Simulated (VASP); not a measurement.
# SnGe2 (Fm-3m) in VASP: notebook

The runs below take SnGe2 through single point, relaxation of cell and atoms, with PBEsol.

All numbers are computed with VASP 6.6.1; they aren't measurements. Logs are shortened: lines on timing, memory, paths and dates and some standing lists are left out, and cuts for length are marked.

### Step 1. The cell of the first run

Symmetry: Fm-3m, No. 225, cubic system. Conventional cell: a = 6.673 Å, b = 6.673 Å, c = 6.673 Å, α = 90.00°, β = 90.00°, γ = 90.00°. Within 3.8 Å of Sn (site symmetry m-3m) lie 8 Ge at 2.89 Å. Within 3.8 Å of Ge (site symmetry -43m) lie 4 Sn at 2.89 Å and 6 Ge at 3.34 Å.

### Step 2. Single point, PBEsol

File INCAR:

```
  ALGO = Normal
  EDIFF = 1E-6
  ENCUT = 520
  GGA = PS
  ISIF = 2
  ISMEAR = 0
  LASPH = T
  LCHARG = F
  LREAL = F
  LWAVE = F
  NBANDS = 28
  NELM = 100
  PREC = Accurate
  SIGMA = 0.1
```

File KPOINTS:

```
k-points
0
Gamma
  12 12 12
```

File POSCAR:

```
SnGe2
1.0
    0.0000000000      3.3362757281      3.3362757281
    3.3362757281      0.0000000000      3.3362757281
    3.3362757281      3.3362757281      0.0000000000
Sn Ge
1 2
Direct
    0.0000000000      0.0000000000      0.0000000000
    0.7500000000      0.7500000000      0.7500000000
    0.2500000000      0.2500000000      0.2500000000
```

Potentials or basis: VASP PAW PBE potentials, release 64 (Sn_d, Ge_d).

Launch:

```console
$ cat potpaw_PBE.64/Sn_d/POTCAR potpaw_PBE.64/Ge_d/POTCAR > POTCAR
$ mpirun -np 1 vasp_std > vasp.out
```

OUTCAR:

```text
EDIFF = 1E-6
   ENCUT = 520
   GGA = PS
   ISIF = 2
   ISMEAR = 0
   LASPH = T
   LREAL = F
   NELM = 100
   PREC = Accurate

 ion  position               nearest neighbor table
   1  0.000  0.000  0.000-   2 2.89   2 2.89   2 2.89   2 2.89   3 2.89   3 2.89   3 2.89   3 2.89

   2  0.750  0.750  0.750-   1 2.89   1 2.89   1 2.89   1 2.89
   3  0.250  0.250  0.250-   1 2.89   1 2.89   1 2.89   1 2.89

  LATTYP: Found a face centered cubic cell.
 ALAT       =     6.6725514562

  Lattice vectors:

 A1 = (   0.0000000000,   3.3362757281,   3.3362757281)
 A2 = (   3.3362757281,   0.0000000000,   3.3362757281)
 A3 = (   3.3362757281,   3.3362757281,   0.0000000000)

Analysis of symmetry for initial positions (statically):
=====================================================================
 Subroutine PRICEL returns:
 Original cell was already a primitive cell.

 Routine SETGRP: Setting up the symmetry group for a
 face centered cubic supercell.

 Subroutine GETGRP returns: Found 48 space group operations
 (whereof 48 operations were pure point group operations)
 out of a pool of 48 trial point group operations.

The static configuration has the point symmetry O_h .

Analysis of symmetry for dynamics (positions and initial velocities):
=====================================================================
 Subroutine PRICEL returns:
 Original cell was already a primitive cell.

 Routine SETGRP: Setting up the symmetry group for a
 face centered cubic supercell.

 Subroutine GETGRP returns: Found 48 space group operations
 (whereof 48 operations were pure point group operations)
 out of a pool of 48 trial point group operations.

The dynamic configuration has the point symmetry O_h .

 Subroutine INISYM returns: Found 48 space group operations
 (whereof 48 operations are pure point group operations),
 and found     1 'primitive' translations

----------------------------------------------------------------------------------------

                                     Primitive cell

  volume of cell :      74.2704

  direct lattice vectors                    reciprocal lattice vectors
     0.000000000  3.336275728  3.336275728    -0.149867709  0.149867709  0.149867709
     3.336275728  0.000000000  3.336275728     0.149867709 -0.149867709  0.149867709
     3.336275728  3.336275728  0.000000000     0.149867709  0.149867709 -0.149867709

  length of vectors
     4.718206382  4.718206382  4.718206382     0.259578486  0.259578486  0.259578486

[... 75 lines left out ...]
   ICHARG =      2    charge: 1-file 2-atom 10-const
   ISPIN  =      1    spin polarized calculation?
   LNONCOLLINEAR =      F non collinear calculations
   LSORBIT =      F    spin-orbit coupling
   LASPH  =      T    aspherical Exc in radial PAW
   ENCUT  =  520.0 eV  38.22 Ry    6.18 a.u.   8.77  8.77  8.77*2*pi/ulx,y,z
   NELM   =    100;   NELMIN=  2; NELMDL= -5     # of ELM steps
   EDIFF  = 0.1E-05   stopping-criterion for ELM
   LREAL  =      F    real-space projection
   EDIFFG = 0.1E-04   stopping-criterion for IOM
   NSW    =      0    number of steps for IOM
   IBRION =     -1    ionic relax: 0-MD 1-quasi-New 2-CG
   NFREE  =      0    steps in history (QN), initial steepest desc. (CG)
   ISIF   =      2    stress and relaxation
   ISYM   =      2    0-nonsym 1-usesym 2-fastsym
   POTIM  = 0.5000    time-step for ionic-motion
   TEBEG  =    0.0;   TEEND  =   0.0 temperature during run
   PSTRESS=    0.0 pullay stress
   NELECT =      42.0000    total number of electrons
   NUPDOWN=      -1.0000    fix difference up-down
   EMIN   =  10.00;   EMAX   =-10.00  energy-range for DOS
   EFERMI =   0.00;   METHOD = LEGACY
   ISMEAR =     0;   SIGMA  =   0.10  broadening in eV -4-tet -1-fermi 0-gaus
   EFERMI_NEDOS =   21; number of points for ismear=-14 and -15
   IALGO  =     38    algorithm
   IMIX   =      4    mixing-type and parameters
     AMIX     =   0.40;   BMIX     =  1.00
     AMIX_MAG =   1.60;   BMIX_MAG =  1.00
  volume/ion in A,a.u.               =      24.76       167.07
  Fermi-wavevector in a.u.,A,eV,Ry     =   1.353794  2.558300 24.936198  1.832759
  Thomas-Fermi vector in A             =   2.481020
   LORBIT       =      0    0 simple, 1 ext, 2 COOP (PROOUT), +10 PAW based schemes
   GGA     = PS    functional components
   LHFCALC =     F    Hartree Fock is set to
   AEXX    =    0.0000 exact exchange contribution
   IVDW    =     0    specifies the selected vdW correction
   LEPSILON=     F    determine dielectric tensor
   LRPA    =     F    only Hartree local field effects (RPA)
 non-spin polarized calculation
 Gauss-broadening in eV      SIGMA  =   0.10
  energy-cutoff  :      520.00
  volume of cell :       74.27
 maximum number of plane-waves:      2014
   NGX = 17   NGY = 17   NGZ = 17

 number of electron      42.0000012 magnetization

 Free energy of the ion-electron system (eV)
  ---------------------------------------------------
  ext. energy  EPLUGINS =         0.00000000
  ---------------------------------------------------
  free energy    TOTEN  =       -13.06177552 eV

  energy without entropy =      -13.05201173  energy(sigma->0) =      -13.05689362

 E-fermi :   5.8401     XC(G=0): -10.2030

 val. band max:        5.8366510669   @ k =   0.3333   0.2500   0.0000
 cond. band min:       5.8582746515   @ k =   0.2500   0.0833   0.0000
 fundamental gap:      0.0216235846
 Fermi energy:         5.8400755714

 k-point     1 :       0.0000    0.0000    0.0000
  band No.  band energies     occupation
      1     -18.9052      2.00000
      2     -18.9052      2.00000
      3     -18.8958      2.00000
      4     -18.8958      2.00000
      5     -18.8958      2.00000
      6     -18.8763      2.00000
[... 733 lines left out ...]
     27      12.4195      0.00000
     28      13.6801      0.00000

 [... further k-points ...]
[... 5 lines left out ...]
  --------------------------------------------------------------------------------------
  -------------------------------------------------------------------------------------
  Total        0.0168986      0.0168986      0.0168986     -0.0000000     -0.0000000     -0.0000000
  in kB        0.3645412      0.3645412      0.3645412     -0.0000000     -0.0000000     -0.0000000
  external PRESSURE =       0.3645412 kB  Pullay stress =       0.0000000 kB

 VOLUME and BASIS-vectors are now :
 -----------------------------------------------------------------------------
  energy-cutoff  :      520.00
  volume of cell :       74.27
      direct lattice vectors                 reciprocal lattice vectors
     0.000000000  3.336275728  3.336275728    -0.149867709  0.149867709  0.149867709
     3.336275728  0.000000000  3.336275728     0.149867709 -0.149867709  0.149867709
     3.336275728  3.336275728  0.000000000     0.149867709  0.149867709 -0.149867709

 POSITION                                       TOTAL-FORCE (eV/Angst)
 -----------------------------------------------------------------------------------
      0.00000      0.00000      0.00000        -0.000000     -0.000000     -0.000000
      5.00441      5.00441      5.00441         0.000000      0.000000     -0.000000
      1.66814      1.66814      1.66814        -0.000000     -0.000000      0.000000
 -----------------------------------------------------------------------------------
    total drift:                                0.000000      0.000000      0.000000

  FREE ENERGIE OF THE ION-ELECTRON SYSTEM (eV)
  ---------------------------------------------------
  free  energy   TOTEN  =       -13.0617755174 eV

  energy  without entropy=      -13.0520117298  energy(sigma->0) =      -13.05689362
```

OSZICAR:

```text
N       E                     dE             d eps       ncg     rms          rms(c)
DAV:   1     0.349501079425E+03    0.34950E+03   -0.21567E+04  4372   0.352E+03
DAV:   2     0.458440454210E+02   -0.30366E+03   -0.29737E+03  4040   0.697E+02
DAV:   3    -0.102521981550E+02   -0.56096E+02   -0.55460E+02  4536   0.194E+02
DAV:   4    -0.130562003208E+02   -0.28040E+01   -0.27920E+01  4668   0.489E+01
DAV:   5    -0.131251573616E+02   -0.68957E-01   -0.68911E-01  4848   0.813E+00    0.272E+00
DAV:   6    -0.130814838553E+02    0.43674E-01   -0.58157E-02  5156   0.292E+00    0.148E+00
DAV:   7    -0.130621789643E+02    0.19305E-01   -0.29739E-02  5044   0.214E+00    0.161E-01
DAV:   8    -0.130617287673E+02    0.45020E-03   -0.50124E-03  4332   0.969E-01    0.533E-02
DAV:   9    -0.130617586799E+02   -0.29913E-04   -0.22820E-04  5280   0.151E-01    0.225E-02
DAV:  10    -0.130617743504E+02   -0.15670E-04   -0.32724E-05  4396   0.603E-02    0.557E-03
DAV:  11    -0.130617756140E+02   -0.12636E-05   -0.35462E-06  3864   0.203E-02    0.229E-03
DAV:  12    -0.130617755174E+02    0.96626E-07   -0.12011E-06  3140   0.139E-02
   1 F= -.13061776E+02 E0= -.13056894E+02  d E =-.976379E-02
```

It took 99 s on 1 thread of AMD EPYC 7R13 (Zen 3), shared host; peak memory 0.26 GiB.

What came out:

```yaml
Free_energy: -13.0618 eV
Pressure: 0.0 GPa
Band_gap_on_the_k_mesh: zero (bands 21 and 22 overlap by 1.62 eV)
```

Caveat: the PAW data sets were made with another functional, which shifts forces and pressure a little; spin-orbit coupling is left out, which moves the levels of the heavy elements.

### Step 3. Single point, PBEsol

File INCAR:

```
ALGO = Normal
EDIFF = 1E-6
ENCUT = 520
GGA = PS
ISIF = 2
ISMEAR = -1
LASPH = True
LCHARG = False
LREAL = False
LWAVE = False
NBANDS = 28
NELM = 100
PREC = Accurate
SIGMA = 0.15
```

KPOINTS is that of step 2.

File POSCAR:

```
SnGe2
1.0
    0.0000000000      3.3383632922      3.3383632922
    3.3383632922      0.0000000000      3.3383632922
    3.3383632922      3.3383632922      0.0000000000
Sn Ge
1 2
Direct
    0.0000000000      0.0000000000      0.0000000000
    0.7500000000      0.7500000000      0.7500000000
    0.2500000000      0.2500000000      0.2500000000
```

Potentials or basis: VASP PAW PBE potentials, release 64 (Sn_d, Ge_d).

Launch:

```console
$ cat potpaw_PBE.64/Sn_d/POTCAR potpaw_PBE.64/Ge_d/POTCAR > POTCAR
$ mpirun -np 1 vasp_std > vasp.out
```

Run time: 1.9 min. Hardware: 1 thread of AMD EPYC 7R13 (Zen 3), shared host; peak memory 0.26 GiB.

Results (log left out):

```
Free energy            : -13.1210 eV
Pressure               : 0.0 GPa
Band gap on the k mesh : zero (bands 21 and 22 overlap by 1.62 eV)
```

Levels at points of the mesh, in eV from the Fermi level:
| k point | band 17 | band 18 | band 19 | band 20 | band 21 | band 22 | band 23 | band 24 | band 25 | band 26 |
| --- | --- | --- | --- | --- | --- | --- | --- | --- | --- | --- |
| (0.00, 0.00, 0.00) | -5.68 | -1.88 | -1.23 | -1.23 | -1.23 | -0.64 | -0.64 | -0.64 | 3.15 | 3.15 |
| (0.50, 0.00, 0.00) | -9.10 | -4.75 | -2.40 | -2.40 | -0.78 | -0.43 | -0.43 | 3.96 | 5.19 | 5.19 |
| (0.50, 0.50, 0.00) | -8.26 | -7.19 | -4.10 | -4.10 | -0.81 | 3.45 | 3.45 | 4.48 | 4.51 | 6.34 |

Caveat: the PAW data sets were made with another functional, which shifts forces and pressure a little; spin-orbit coupling is left out, which moves the levels of the heavy elements.

### Step 4. Relaxation of cell and atoms, PBEsol

This run uses another cell than the first one, of 24.68 Å³/atom.

File INCAR:

```
ALGO = Normal
EDIFF = 1E-6
EDIFFG = -0.005
ENCUT = 600
GGA = PS
IBRION = 2
ISIF = 3
ISMEAR = 0
LASPH = T
LCHARG = F
LREAL = F
LWAVE = F
NELM = 60
NSW = 100
PREC = Accurate
SIGMA = 0.1
```

KPOINTS is that of step 3.

File POSCAR:

```
SnGe2
1.0
    0.0000000000      3.3330208517      3.3330208517
    3.3330208517      0.0000000000      3.3330208517
    3.3330208517      3.3330208517      0.0000000000
Sn Ge
1 2
Direct
    0.0000000000      0.0000000000      0.0000000000
    0.7500000000      0.7500000000      0.7500000000
    0.2500000000      0.2500000000      0.2500000000
```

Launch:

```console
$ cat potpaw_PBE.64/Sn_d/POTCAR potpaw_PBE.64/Ge_d/POTCAR > POTCAR
$ mpirun -np 1 vasp_std > vasp.out
```

It took 4.8 min on 1 thread of AMD EPYC 7R13 (Zen 3), shared host; peak memory 0.32 GiB.

Results (log left out):

```yaml
Free_energy: -13.0621 eV
Relaxed_volume: 24.77 Å³/atom
Relaxed_cell: a = 4.719 Å, b = 4.719 Å, c = 4.719 Å, α = 60.00°, β = 60.00°, γ = 60.00°
Space_group_after_relaxing_to_0.1_Å: Fm-3m (No. 225)
Energy_gained_by_relaxing: 0.0 meV/atom
Ionic_steps: 4
Pressure_after_relaxing: 0.0 GPa
Band_gap_on_the_k_mesh: zero (bands 21 and 22 overlap by 1.62 eV)
```

Step by step:
| step | energy change (eV) | largest force (eV/Å) | pressure (GPa) | volume (Å³) |
| --- | --- | --- | --- | --- |
| 1 | 0.0000 | 0.0000 | 0.22 | 74.05 |
| 2 | -0.0001 | 0.0000 | -0.27 | 74.42 |
| 3 | -0.0001 | 0.0000 | 0.06 | 74.29 |
| 4 | -0.0001 | 0.0000 | -0.02 | 74.31 |

Final structure:
```xyz
3
Lattice="0.0000 3.3369 3.3369 3.3369 0.0000 3.3369 3.3369 3.3369 0.0000" Properties=species:S:1:pos:R:3 pbc="T T T"
Sn    6.6738    6.6738    6.6738
Ge    5.0053    5.0053    5.0053
Ge    1.6684    1.6684    1.6684
```

Levels at points of the mesh, in eV from the Fermi level:
| k point | band 18 | band 19 | band 20 | band 21 | band 22 | band 23 | band 24 | band 25 |
| --- | --- | --- | --- | --- | --- | --- | --- | --- |
| (0.00, 0.00, 0.00) | -1.89 | -1.26 | -1.26 | -1.26 | -0.67 | -0.67 | -0.67 | 3.13 |
| (0.50, 0.00, 0.00) | -4.77 | -2.43 | -2.43 | -0.80 | -0.46 | -0.46 | 3.94 | 5.18 |
| (0.50, 0.50, 0.00) | -7.21 | -4.13 | -4.13 | -0.84 | 3.43 | 3.43 | 4.46 | 4.49 |

Caveat: the PAW data sets were made with another functional, which shifts forces and pressure a little; spin-orbit coupling is left out, which moves the levels of the heavy elements.

### Step 5. Relaxation of cell and atoms, PBEsol

File INCAR:

```
SYSTEM = SnGe2
PREC     = Accurate       ! precision mode
ENCUT    = 600            ! plane-wave cutoff, eV
EDIFF    = 1E-7           ! SCF threshold, eV
ISMEAR   = -1             ! smearing method
SIGMA    = 0.15           ! smearing width, eV
LREAL    = .FALSE.        ! projectors in reciprocal space
LASPH    = .TRUE.         ! aspherical terms in the spheres
NELM     = 100            ! most SCF steps
ALGO     = Normal         ! electronic algorithm
ISIF     = 3              ! what is computed and relaxed
LWAVE    = .FALSE.        ! write WAVECAR
LCHARG   = .FALSE.        ! write CHGCAR
GGA      = PS             ! functional
IBRION   = 2              ! ionic algorithm
NSW      = 80             ! ionic steps
EDIFFG   = -0.001         ! ionic threshold
```

File KPOINTS:

```
Automatic mesh
0
G
  12 12 12
  0 0 0
```

File POSCAR:

```
SnGe2
1.0
    0.0000000000      3.3362757281      3.3362757281
    3.3362757281      0.0000000000      3.3362757281
    3.3362757281      3.3362757281      0.0000000000
Sn Ge
1 2
Direct
    0.0000000000      0.0000000000      0.0000000000
    0.7500000000      0.7500000000      0.7500000000
    0.2500000000      0.2500000000      0.2500000000
```

Launch:

```console
$ cat potpaw_PBE.64/Sn_d/POTCAR potpaw_PBE.64/Ge_d/POTCAR > POTCAR
$ mpirun -np 1 vasp_std > vasp.out
```

Run time: 5.1 min. Hardware: 1 thread of AMD EPYC 7R13 (Zen 3), shared host; peak memory 0.32 GiB.

The run converged. Its results:

| Item | Value |
| --- | --- |
| Free energy | -13.1213 eV |
| Relaxed volume | 24.81 Å³/atom |
| Relaxed cell | a = 4.722 Å, b = 4.722 Å, c = 4.722 Å, α = 60.00°, β = 60.00°, γ = 60.00° |
| Space group after relaxing (to 0.1 Å) | Fm-3m (No. 225) |
| Energy gained by relaxing | 0.0 meV/atom |
| Ionic steps | 4 |
| Pressure after relaxing | 0.0 GPa |
| Band gap on the k mesh | zero (bands 21 and 22 overlap by 1.62 eV) |

Final structure:
```
Sn Ge
1.0
     0.00000    3.33872    3.33872
     3.33872    0.00000    3.33872
     3.33872    3.33872    0.00000
Sn Ge
1 2
Direct
  0.00000 0.00000 0.00000
  0.75000 0.75000 0.75000
  0.25000 0.25000 0.25000
```

Levels at points of the mesh, in eV from the Fermi level:
```
           k point  band 17  band 18  band 19  band 20  band 21  band 22  band 23  band 24  band 25
(0.00, 0.00, 0.00)    -5.68    -1.88    -1.23    -1.23    -1.23    -0.64    -0.64    -0.64     3.15
(0.50, 0.00, 0.00)    -9.10    -4.75    -2.40    -2.40    -0.78    -0.43    -0.43     3.95     5.19
(0.50, 0.50, 0.00)    -8.26    -7.19    -4.10    -4.10    -0.81     3.45     3.45     4.47     4.51
```

Caveat: the PAW data sets were made with another functional, which shifts forces and pressure a little; spin-orbit coupling is left out, which moves the levels of the heavy elements.

### Step 6. Overview

```tsv
task	cell	cutoff (eV)	smearing	gap on the mesh (eV)	pressure (GPa)	relaxed volume (Å³/atom)
single point	a = 4.718 Å, angles 60.0°, 3 atoms	520	gaussian 0.1 eV	none	0.0	-
single point	a = 4.721 Å, angles 60.0°, 3 atoms	520	fermi-dirac 0.15 eV	none	0.0	-
relaxation of cell and atoms	relaxed from a = 4.714 Å, angles 60.0°, 3 atoms	600	gaussian 0.1 eV	none	0.0	24.77
relaxation of cell and atoms	relaxed from a = 4.718 Å, angles 60.0°, 3 atoms	600	fermi-dirac 0.15 eV	none	0.0	24.81
```

Alike in all rows: level PBEsol; potentials or basis VASP PAW PBE potentials, release 64 (Sn_d, Ge_d); no spin polarisation; k mesh 12 × 12 × 12.

Caveats: the PAW data sets were made with another functional, which shifts forces and pressure a little; spin-orbit coupling is left out, which moves the levels of the heavy elements.

Absolute energies hang on the potentials; compare differences alone.

The gap in the log of VASP goes by the Fermi energy; the results here count the filled bands.